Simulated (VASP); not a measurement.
# Cs (Fm-3m) in VASP: single point with PBE

Aim: the single point of Cs with PBE.

Everything below comes from runs of VASP 6.6.1. Logs are shortened: lines on timing, memory, paths and dates and some standing lists are left out, and cuts for length are marked.

### Step 1. The cell of the first run

The structure is cubic, space group Fm-3m (No. 225). Conventional cell: a = 5.638 Å, b = 5.638 Å, c = 5.638 Å, α = 90.00°, β = 90.00°, γ = 90.00°. Within 5.2 Å of Cs (site symmetry m-3m) lie 12 Cs at 3.99 Å.

This isn't the form of Cs at room conditions, which is bcc.

### Step 2. Single point, PBE

The input, POSCAR:

```
Cs
1.0
    0.0000000000      2.8189630000      2.8189630000
    2.8189630000      0.0000000000      2.8189630000
    2.8189630000      2.8189630000      0.0000000000
Cs
1
Direct
    0.0000000000      0.0000000000      0.0000000000
```

The input, INCAR.step1:

```
PREC = Accurate
ENCUT = 400
EDIFF = 1E-6
ISMEAR = 0
SIGMA = 0.1421
LREAL = F
LASPH = T
NELM = 120
ALGO = Normal
ISIF = 2
LWAVE = F
LCHARG = T
GGA = PE
NBANDS = 10
GGA_COMPAT = F
NEDOS = 2001
LORBIT = 11
```

The input, KPOINTS.step1:

```
Automatic mesh
0
Gamma
  10 10 10
```

The input, INCAR.step2:

```
PREC = Accurate
ENCUT = 400
EDIFF = 1E-6
ISMEAR = -5
SIGMA = 0.1421
LREAL = F
LASPH = T
NELM = 120
ALGO = Normal
ISIF = 2
LWAVE = F
LCHARG = F
GGA = PE
LORBIT = 11
NBANDS = 10
NEDOS = 2001
ICHARG = 11
GGA_COMPAT = F
```

The input, KPOINTS.step2:

```
Automatic mesh
0
Gamma
  15 15 15
```

Potentials or basis: VASP PAW PBE potentials, release 64 (Cs_sv).

On the command line:

```bash
$ cat potpaw_PBE.64/Cs_sv/POTCAR > POTCAR
$ cp INCAR.step1 INCAR
$ cp KPOINTS.step1 KPOINTS
$ mpirun -np 1 vasp_std > vasp.out
$ cp INCAR.step2 INCAR
$ cp KPOINTS.step2 KPOINTS
$ mpirun -np 1 vasp_std > vasp.out
```

OUTCAR:

```text
PREC = Accurate
   ENCUT = 400
   EDIFF = 1E-6
   ISMEAR = -5
   LREAL = F
   LASPH = T
   NELM = 120
   ISIF = 2
   GGA = PE
   LORBIT = 11
   ICHARG = 11

 ion  position               nearest neighbor table
   1  0.000  0.000  0.000-

  LATTYP: Found a face centered cubic cell.
 ALAT       =     5.6379260000

  Lattice vectors:

 A1 = (   0.0000000000,   2.8189630000,   2.8189630000)
 A2 = (   2.8189630000,   0.0000000000,   2.8189630000)
 A3 = (   2.8189630000,   2.8189630000,   0.0000000000)

Analysis of symmetry for initial positions (statically):
=====================================================================
 Subroutine PRICEL returns:
 Original cell was already a primitive cell.

 Routine SETGRP: Setting up the symmetry group for a
 face centered cubic supercell.

 Subroutine GETGRP returns: Found 48 space group operations
 (whereof 48 operations were pure point group operations)
 out of a pool of 48 trial point group operations.

The static configuration has the point symmetry O_h .

Analysis of symmetry for dynamics (positions and initial velocities):
=====================================================================
 Subroutine PRICEL returns:
 Original cell was already a primitive cell.

 Routine SETGRP: Setting up the symmetry group for a
 face centered cubic supercell.

 Subroutine GETGRP returns: Found 48 space group operations
 (whereof 48 operations were pure point group operations)
 out of a pool of 48 trial point group operations.

The dynamic configuration has the point symmetry O_h .

 Subroutine INISYM returns: Found 48 space group operations
 (whereof 48 operations are pure point group operations),
 and found     1 'primitive' translations

----------------------------------------------------------------------------------------

                                     Primitive cell

  volume of cell :      44.8021

  direct lattice vectors                    reciprocal lattice vectors
     0.000000000  2.818963000  2.818963000    -0.177370189  0.177370189  0.177370189
     2.818963000  0.000000000  2.818963000     0.177370189 -0.177370189  0.177370189
     2.818963000  2.818963000  0.000000000     0.177370189  0.177370189 -0.177370189

  length of vectors
     3.986615706  3.986615706  3.986615706     0.307214179  0.307214179  0.307214179

  position of ions in fractional coordinates (direct lattice)
     0.000000000  0.000000000  0.000000000

  ion indices of the primitive-cell ions
   primitive index   ion index
                 1           1

----------------------------------------------------------------------------------------

 KPOINTS: Automatic mesh

Automatic generation of k-mesh.
 Grid dimensions read from file:
 generate k-points for:   15   15   15

 Generating k-lattice:

  Cartesian coordinates                     Fractional coordinates (reciprocal lattice)
    -0.011824679  0.011824679  0.011824679     0.066666667  0.000000000  0.000000000
     0.011824679 -0.011824679  0.011824679     0.000000000  0.066666667  0.000000000
     0.011824679  0.011824679 -0.011824679     0.000000000  0.000000000  0.066666667

  Length of vectors
     0.020480945  0.020480945  0.020480945

  Shift w.r.t. Gamma in fractional coordinates (k-lattice)
     0.000000000  0.000000000  0.000000000

 TETIRR: Found    484 inequivalent tetrahedra from    20250

 Subroutine IBZKPT returns following result:
 ===========================================

 Found    120 irreducible k-points:

 Following reciprocal coordinates:
            Coordinates               Weight
  0.000000  0.000000  0.000000      1.000000
  0.066667  0.000000  0.000000      8.000000
  0.133333  0.000000  0.000000      8.000000
  0.200000  0.000000  0.000000      8.000000
  0.266667  0.000000  0.000000      8.000000
  0.333333  0.000000  0.000000      8.000000
[... 16 lines left out ...]
  0.133333  0.133333  0.000000      6.000000
  0.200000  0.133333  0.000000     24.000000
 [... further k-points ...]
   k-points           NKPTS =    120   k-points in BZ     NKDIM =    120   number of bands    NBANDS=     10
   number of dos      NEDOS =   2001   number of ions     NIONS =      1
   total plane-waves  NPLWV =  21952
   dimension x,y,z NGX =    28 NGY =   28 NGZ =   28
   dimension x,y,z NGXF=    56 NGYF=   56 NGZF=   56
   ions per type =               1
   NGX,Y,Z   is equivalent  to a cutoff of  11.68, 11.68, 11.68 a.u.
   NGXF,Y,Z  is equivalent  to a cutoff of  23.35, 23.35, 23.35 a.u.
 SYSTEM =  unknown system
   PREC   = accura    normal or accurate (medium, high low for compatibility)
   ISTART =      0    job   : 0-new  1-cont  2-samecut
   ICHARG =     11    charge: 1-file 2-atom 10-const
   ISPIN  =      1    spin polarized calculation?
   LNONCOLLINEAR =      F non collinear calculations
   LSORBIT =      F    spin-orbit coupling
   LASPH  =      T    aspherical Exc in radial PAW
   ENCUT  =  400.0 eV  29.40 Ry    5.42 a.u.   6.50  6.50  6.50*2*pi/ulx,y,z
   NELM   =    120;   NELMIN=  2; NELMDL=  0     # of ELM steps
   EDIFF  = 0.1E-05   stopping-criterion for ELM
   LREAL  =      F    real-space projection
[... 7 lines left out ...]
   TEBEG  =    0.0;   TEEND  =   0.0 temperature during run
   PSTRESS=    0.0 pullay stress
   NELECT =       9.0000    total number of electrons
   NUPDOWN=      -1.0000    fix difference up-down
   EMIN   =  10.00;   EMAX   =-10.00  energy-range for DOS
   EFERMI =   0.00;   METHOD = LEGACY
   ISMEAR =    -5;   SIGMA  =   0.14  broadening in eV -4-tet -1-fermi 0-gaus
   EFERMI_NEDOS =   21; number of points for ismear=-14 and -15
   IALGO  =     38    algorithm
   IMIX   =      4    mixing-type and parameters
     AMIX     =   0.40;   BMIX     =  1.00
     AMIX_MAG =   1.60;   BMIX_MAG =  1.00
  volume/ion in A,a.u.               =      44.80       302.34
  Fermi-wavevector in a.u.,A,eV,Ry     =   0.958789  1.811848 12.507509  0.919276
  Thomas-Fermi vector in A             =   2.087927
   LORBIT       =     11    0 simple, 1 ext, 2 COOP (PROOUT), +10 PAW based schemes
   GGA     = PE    functional components
   LHFCALC =     F    Hartree Fock is set to
   AEXX    =    0.0000 exact exchange contribution
   IVDW    =     0    specifies the selected vdW correction
   LEPSILON=     F    determine dielectric tensor
   LRPA    =     F    only Hartree local field effects (RPA)
 non-spin polarized calculation
 Fermi weights with tetrahedron method with Bloechl corrections
  energy-cutoff  :      400.00
  volume of cell :       44.80
 maximum number of plane-waves:       869
 NGX is ok and might be reduce to    28

 number of electron       8.9999999 magnetization

 Free energy of the ion-electron system (eV)
  ---------------------------------------------------
  ext. energy  EPLUGINS =         0.00000000
  ---------------------------------------------------
  free energy    TOTEN  =         0.00363176 eV

  energy without entropy =        0.00363176  energy(sigma->0) =        0.00363176

 E-fermi :   4.1978     XC(G=0):  -8.4971

 val. band max:        4.1738995757   @ k =  -0.4667   0.1333   0.0000
 cond. band min:       4.1722734460   @ k =  -0.4667   0.2667   0.0000
 fundamental gap:     -0.0016261297
 Fermi energy:         4.1978076535

 k-point     1 :       0.0000    0.0000    0.0000
  band No.  band energies     occupation
      1     -19.8806      2.00000
      2      -5.6682      2.00000
      3      -5.6682      2.00000
      4      -5.6682      2.00000
      5       2.2140      2.00000
      6       7.0372      0.00000
      7       7.0372      0.00000
      8       7.0372      0.00000
      9       9.6644      0.00000
     10       9.6644      0.00000

 k-point     2 :       0.0667    0.0000    0.0000
  band No.  band energies     occupation
      1     -19.8681      2.00000
      2      -5.7782      2.00000
      3      -5.6793      2.00000
      4      -5.6793      2.00000
      5       2.3664      2.00000
      6       6.8618      0.00000
      7       7.1001      0.00000
      8       7.1001      0.00000
      9       9.5139      0.00000
     10       9.5139      0.00000

 k-point     3 :       0.1333    0.0000    0.0000
  band No.  band energies     occupation
      1     -19.8324      2.00000
      2      -6.0719      2.00000
      3      -5.7103      2.00000
      4      -5.7103      2.00000
      5       2.7683      2.00000
      6       6.5122      0.00000
      7       7.2471      0.00000
      8       7.2471      0.00000
      9       9.2324      0.00000
     10       9.2324      0.00000

 k-point     4 :       0.2000    0.0000    0.0000
  band No.  band energies     occupation
      1     -19.7789      2.00000
      2      -6.4675      2.00000
      3      -5.7552      2.00000
      4      -5.7552      2.00000
      5       3.2641      2.00000
      6       6.2664      0.00000
      7       7.3315      0.00000
      8       7.3315      0.00000
      9       9.1472      0.00000
     10       9.1472      0.00000
[... 222 lines left out ...]
 k-point    22 :      -0.0667    0.0667    0.0000
  band No.  band energies     occupation
      1     -19.8478      2.00000
      2      -5.9263      2.00000
      3      -5.7369      2.00000
      4      -5.6798      2.00000
      5       2.6039      2.00000
      6       6.6119      0.00000
      7       7.1829      0.00000
      8       7.2289      0.00000
      9       9.0956      0.00000
     10       9.5448      0.00000

 k-point    23 :       0.1333    0.1333    0.0000
  band No.  band energies     occupation
      1     -19.8163      2.00000
      2      -6.0616      2.00000
      3      -5.7951      2.00000
      4      -5.7951      2.00000
      5       2.9578      2.00000
      6       6.1422      0.00000
      7       7.4971      0.00000
      8       7.4971      0.00000
      9       8.2185      0.00000
     10       9.9211      0.00000

 k-point    24 :       0.2000    0.1333    0.0000
  band No.  band energies     occupation
      1     -19.7766      2.00000
      2      -6.3189      2.00000
      3      -5.8565      2.00000
      4      -5.8400      2.00000
      5       3.3561      2.00000
      6       5.8406      0.00000
      7       7.4268      0.00000
      8       7.7116      0.00000
      9       8.0990      0.00000
     10      10.0019      0.00000

 [... further k-points ...]
[... 5 lines left out ...]
  --------------------------------------------------------------------------------------
  -------------------------------------------------------------------------------------
  Total        1.8662517      1.8662517      1.8662517     -0.0000000     -0.0000000      0.0000000
  in kB       66.7394582     66.7394582     66.7394582     -0.0000000     -0.0000000      0.0000000
  external PRESSURE =      66.7394582 kB  Pullay stress =       0.0000000 kB

 VOLUME and BASIS-vectors are now :
 -----------------------------------------------------------------------------
  energy-cutoff  :      400.00
  volume of cell :       44.80
      direct lattice vectors                 reciprocal lattice vectors
     0.000000000  2.818963000  2.818963000    -0.177370189  0.177370189  0.177370189
     2.818963000  0.000000000  2.818963000     0.177370189 -0.177370189  0.177370189
     2.818963000  2.818963000  0.000000000     0.177370189  0.177370189 -0.177370189

 POSITION                                       TOTAL-FORCE (eV/Angst)
 -----------------------------------------------------------------------------------
      0.00000      0.00000      0.00000         0.000000      0.000000      0.000000
 -----------------------------------------------------------------------------------
    total drift:                                0.000000     -0.000000      0.000000

  FREE ENERGIE OF THE ION-ELECTRON SYSTEM (eV)
  ---------------------------------------------------
  free  energy   TOTEN  =         0.0036317579 eV

  energy  without entropy=        0.0036317579  energy(sigma->0) =        0.00363176

 total charge

# of ion       s       p       d       tot
------------------------------------------
    1        1.877   4.601   0.118   6.595
```

It took 17 s on 1 thread of Intel Xeon Platinum 8488C (Sapphire Rapids), shared host; peak memory 0.16 GiB.

What came out:

```yaml
Valence_electrons_inside_the_program's_atomic_spheres: Cs 6.59
```

Levels at points of the mesh, in eV from the Fermi level:
```
           k point  band 3  band 4  band 5  band 6  band 7  band 8
(0.00, 0.00, 0.00)   -9.87   -9.87   -1.98    2.84    2.84    2.84
```

Caveat: spin-orbit coupling is left out, which moves the levels of the heavy elements.
